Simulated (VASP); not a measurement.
# Mo (Im-3m) in VASP: further runs

The runs below take Mo through single point, with PBE.

Program: VASP 6.6.1. These are calculated values, not measurements. Logs are shortened: lines on timing, memory, paths and dates and some standing lists are left out, and cuts for length are marked.

## Step 1: The cell of the first run

Symmetry: Im-3m, No. 229, cubic system. Conventional cell: a = 3.147 Å, b = 3.147 Å, c = 3.147 Å, α = 90.00°, β = 90.00°, γ = 90.00°. Mo (site symmetry m-3m) has 14 Mo at 2.73 to 3.15 Å within 3.6 Å.

## Step 2: Single point, PBE

INCAR

```
ALGO = Normal
EDIFF = 1E-7
ENCUT = 520
GGA = PE
ISIF = 2
ISMEAR = 1
LASPH = True
LCHARG = False
LREAL = False
LWAVE = False
NBANDS = 13
NELM = 80
PREC = Accurate
SIGMA = 0.05
```

KPOINTS

```
k-points
0
Gamma
  15 15 15
```

POSCAR

```
Mo
1.0
    2.7252350213     -0.0000000151     -0.0000000261
   -0.9084116596      2.5693762236     -0.0000000261
   -0.9084116596     -1.2846880741      2.2251451033
Mo
1
Direct
    0.0000000000      0.0000000000      0.0000000000
```

Potentials or basis: VASP PAW PBE potentials, release 64 (Mo_sv).

On the command line:

```bash
> cat potpaw_PBE.64/Mo_sv/POTCAR > POTCAR
> mpirun -np 1 vasp_std > vasp.out
```

OUTCAR:

```text
EDIFF = 1E-7
   ENCUT = 520
   GGA = PE
   ISIF = 2
   ISMEAR = 1
   LASPH = True
   LREAL = False
   NELM = 80
   PREC = Accurate

 ion  position               nearest neighbor table
   1  0.000  0.000  0.000-

  LATTYP: Found a body centered cubic cell.
 ALAT       =     3.1468303464

  Lattice vectors:

 A1 = (   2.7252350213,  -0.0000000151,  -0.0000000261)
 A2 = (  -0.9084116596,   2.5693762236,  -0.0000000261)
 A3 = (  -0.9084116596,  -1.2846880741,   2.2251451033)

Analysis of symmetry for initial positions (statically):
=====================================================================
 Subroutine PRICEL returns:
 Original cell was already a primitive cell.

 Routine SETGRP: Setting up the symmetry group for a
 body centered cubic supercell.

 Subroutine GETGRP returns: Found 48 space group operations
 (whereof 48 operations were pure point group operations)
 out of a pool of 48 trial point group operations.

The static configuration has the point symmetry O_h .

Analysis of symmetry for dynamics (positions and initial velocities):
=====================================================================
 Subroutine PRICEL returns:
 Original cell was already a primitive cell.

 Routine SETGRP: Setting up the symmetry group for a
 body centered cubic supercell.

 Subroutine GETGRP returns: Found 48 space group operations
 (whereof 48 operations were pure point group operations)
 out of a pool of 48 trial point group operations.

The dynamic configuration has the point symmetry O_h .

 Subroutine INISYM returns: Found 48 space group operations
 (whereof 48 operations are pure point group operations),
 and found     1 'primitive' translations

----------------------------------------------------------------------------------------

                                     Primitive cell

  volume of cell :      15.5808

  direct lattice vectors                    reciprocal lattice vectors
     2.725235021 -0.000000015 -0.000000026     0.366940833  0.129733176  0.224704444
    -0.908411660  2.569376224 -0.000000026     0.000000004  0.389199527  0.224704444
    -0.908411660 -1.284688074  2.225145103     0.000000004  0.000000006  0.449408899

  length of vectors
     2.725235021  2.725235021  2.725235021     0.449408899  0.449408899  0.449408899

  position of ions in fractional coordinates (direct lattice)
     0.000000000  0.000000000  0.000000000

  ion indices of the primitive-cell ions
[... 75 lines left out ...]
   LREAL  =      F    real-space projection
   EDIFFG = 0.1E-05   stopping-criterion for IOM
   NSW    =      0    number of steps for IOM
   IBRION =     -1    ionic relax: 0-MD 1-quasi-New 2-CG
   NFREE  =      0    steps in history (QN), initial steepest desc. (CG)
   ISIF   =      2    stress and relaxation
   ISYM   =      2    0-nonsym 1-usesym 2-fastsym
   POTIM  = 0.5000    time-step for ionic-motion
   TEBEG  =    0.0;   TEEND  =   0.0 temperature during run
   PSTRESS=    0.0 pullay stress
   NELECT =      14.0000    total number of electrons
   NUPDOWN=      -1.0000    fix difference up-down
   EMIN   =  10.00;   EMAX   =-10.00  energy-range for DOS
   EFERMI =   0.00;   METHOD = LEGACY
   ISMEAR =     1;   SIGMA  =   0.05  broadening in eV -4-tet -1-fermi 0-gaus
   EFERMI_NEDOS =   21; number of points for ismear=-14 and -15
   IALGO  =     38    algorithm
   IMIX   =      4    mixing-type and parameters
     AMIX     =   0.40;   BMIX     =  1.00
     AMIX_MAG =   1.60;   BMIX_MAG =  1.00
  volume/ion in A,a.u.               =      15.58       105.14
  Fermi-wavevector in a.u.,A,eV,Ry     =   1.579747  2.985289 33.954703  2.495600
  Thomas-Fermi vector in A             =   2.680079
   LORBIT       =      0    0 simple, 1 ext, 2 COOP (PROOUT), +10 PAW based schemes
   GGA     = PE    functional components
   LHFCALC =     F    Hartree Fock is set to
   AEXX    =    0.0000 exact exchange contribution
   IVDW    =     0    specifies the selected vdW correction
   LEPSILON=     F    determine dielectric tensor
   LRPA    =     F    only Hartree local field effects (RPA)
 non-spin polarized calculation
 Methfessel and Paxton  Order N= 1 SIGMA  =   0.05
  energy-cutoff  :      520.00
  volume of cell :       15.58
 maximum number of plane-waves:       432
   NGX = 11   NGY = 11   NGZ = 11

 number of electron      14.0000001 magnetization

 Free energy of the ion-electron system (eV)
  ---------------------------------------------------
  ext. energy  EPLUGINS =         0.00000000
  ---------------------------------------------------
  free energy    TOTEN  =       -10.92898975 eV

  energy without entropy =      -10.92903619  energy(sigma->0) =      -10.92900523

 E-fermi :  12.5707     XC(G=0): -13.4108

 val. band max:       12.5492550753   @ k =  -0.2667   0.3333   0.1333
 cond. band min:      12.6000666369   @ k =   0.1333   0.0667  -0.0000
 fundamental gap:      0.0508115616
 Fermi energy:        12.5707415283

 k-point     1 :       0.0000    0.0000    0.0000
  band No.  band energies     occupation
      1     -48.6481      2.00000
      2     -21.9061      2.00000
      3     -21.9061      2.00000
      4     -21.9061      2.00000
      5       5.3993      2.00000
      6      11.2689      2.00000
      7      11.2689      2.00000
      8      11.2689      2.00000
      9      14.3070      0.00000
     10      14.3070      0.00000
     11      27.4835      0.00000
     12      27.4835      0.00000
     13      27.4835      0.00000
[... 354 lines left out ...]
  band No.  band energies     occupation
      1     -48.3591      2.00000
      2     -23.1503      2.00000
      3     -22.5627      2.00000
      4     -22.0514      2.00000
      5       8.3021      2.00000
      6       9.5528      2.00000
      7      11.6774      2.00000
      8      14.2057      0.00000
      9      15.3792      0.00000
     10      20.1515      0.00000
     11      23.3773      0.00000
     12      25.5177      0.00000
     13      28.9688      0.00000

 [... further k-points ...]
[... 5 lines left out ...]
  --------------------------------------------------------------------------------------
  -------------------------------------------------------------------------------------
  Total        0.4270971      0.4270971      0.4270971     -0.0000000      0.0000000     -0.0000000
  in kB       43.9184759     43.9184759     43.9184759     -0.0000000      0.0000000     -0.0000000
  external PRESSURE =      43.9184759 kB  Pullay stress =       0.0000000 kB

 VOLUME and BASIS-vectors are now :
 -----------------------------------------------------------------------------
  energy-cutoff  :      520.00
  volume of cell :       15.58
      direct lattice vectors                 reciprocal lattice vectors
     2.725235021 -0.000000015 -0.000000026     0.366940833  0.129733176  0.224704444
    -0.908411660  2.569376224 -0.000000026     0.000000004  0.389199527  0.224704444
    -0.908411660 -1.284688074  2.225145103     0.000000004  0.000000006  0.449408899

 POSITION                                       TOTAL-FORCE (eV/Angst)
 -----------------------------------------------------------------------------------
      0.00000      0.00000      0.00000         0.000000     -0.000000      0.000000
 -----------------------------------------------------------------------------------
    total drift:                               -0.000000      0.000000      0.000000

  FREE ENERGIE OF THE ION-ELECTRON SYSTEM (eV)
  ---------------------------------------------------
  free  energy   TOTEN  =       -10.9289897497 eV

  energy  without entropy=      -10.9290361905  energy(sigma->0) =      -10.92900523
```

stdout:

```text
POSCAR found type information on POSCAR Mo
 POSCAR found :  1 types and       1 ions
 scaLAPACK will be used
 LDA part: xc-table for (Slater+PW92), standard interpolation
 POSCAR, INCAR and KPOINTS ok, starting setup
 FFT: planning ... GRIDC
 FFT: planning ... GRID_SOFT
 FFT: planning ... GRID
 WAVECAR not read
 entering main loop
```

It took 10 s on 1 thread of Intel Xeon Platinum 8488C (Sapphire Rapids), shared host; peak memory 0.13 GiB.

What came out:

- Free energy: -10.9290 eV
- Pressure: 4.4 GPa
- Band gap on the k mesh: zero (band 7 reaches 16.34 eV, above the bottom of band 8 at 11.27 eV)

Levels at points of the mesh, in eV from the Fermi level:
```
           k point  band 4  band 5  band 6  band 7  band 8  band 9  band 10  band 11
(0.00, 0.00, 0.00)  -34.48   -7.17   -1.30   -1.30   -1.30    1.74     1.74    14.91
```

## Step 3: Single point, PBE

This run uses another cell than the first one, of 15.80 Å³/atom, 1.014 times its volume.

INCAR

```
PREC = Accurate
ENCUT = 520
EDIFF = 1E-6
ISMEAR = 1
SIGMA = 0.05
LREAL = F
LASPH = T
NELM = 60
ALGO = Normal
ISIF = 2
LWAVE = F
LCHARG = F
GGA = PE
NBANDS = 13
```

KPOINTS

```
Automatic mesh
0
Gamma
  15 15 15
```

POSCAR

```
Mo
1.0
    2.7382034404     -0.0000000152     -0.0000000263
   -0.9127344658      2.5816029663     -0.0000000263
   -0.9127344658     -1.2908014453      2.2357337732
Mo
1
Direct
    0.0000000000      0.0000000000      0.0000000000
```

Potentials or basis: VASP PAW PBE potentials, release 64 (Mo_sv).

On the command line:

```bash
> cat potpaw_PBE.64/Mo_sv/POTCAR > POTCAR
> mpirun -np 1 vasp_std > vasp.out
```

Run time: 9.5 s. Hardware: 1 thread of Intel Xeon Platinum 8488C (Sapphire Rapids), shared host; peak memory 0.13 GiB.

Results (log left out):

| Quantity | Value |
| --- | --- |
| Free energy | -10.9325 eV |
| Pressure | 0.5 GPa |
| Band gap on the k mesh | zero (band 7 reaches 16.04 eV, above the bottom of band 8 at 11.07 eV) |

Levels at points of the mesh, in eV from the Fermi level:
| k point | band 4 | band 5 | band 6 | band 7 | band 8 | band 9 | band 10 | band 11 |
| --- | --- | --- | --- | --- | --- | --- | --- | --- |
| (0.00, 0.00, 0.00) | -34.51 | -7.13 | -1.28 | -1.28 | -1.28 | 1.71 | 1.71 | 14.88 |

## Step 4: Single point, PBE

This run uses another cell than the first one, of 15.80 Å³/atom, 1.014 times its volume.

INCAR

```
SYSTEM = Mo
  ALGO = Normal
  EDIFF = 1E-7
  ENCUT = 520
  GGA = PE
  ISIF = 2
  ISMEAR = 1
  LASPH = .True.
  LCHARG = .True.
  LELF = .True.
  LREAL = .False.
  LVHAR = .True.
  LWAVE = .False.
  NBANDS = 13
  NELM = 60
  PREC = Accurate
  SIGMA = 0.05
```

KPOINTS

```
k-points
0
Gamma
  15 15 15
  0 0 0
```

POSCAR is that of step 3.

On the command line:

```bash
> cat potpaw_PBE.64/Mo_sv/POTCAR > POTCAR
> mpirun -np 1 vasp_std > vasp.out
```

Run time: 11 s. Hardware: 1 thread of Intel Xeon Platinum 8488C (Sapphire Rapids), shared host; peak memory 0.14 GiB.

It converged, with:

- Free energy: -10.9325 eV
- Pressure: 0.5 GPa
- Band gap on the k mesh: zero (band 7 reaches 16.04 eV, above the bottom of band 8 at 11.07 eV)

Levels at points of the mesh, in eV from the Fermi level:
```csv
k point,band 4,band 5,band 6,band 7,band 8,band 9,band 10,band 11
"(0.00, 0.00, 0.00)",-34.51,-7.13,-1.28,-1.28,-1.28,1.71,1.71,14.88
```
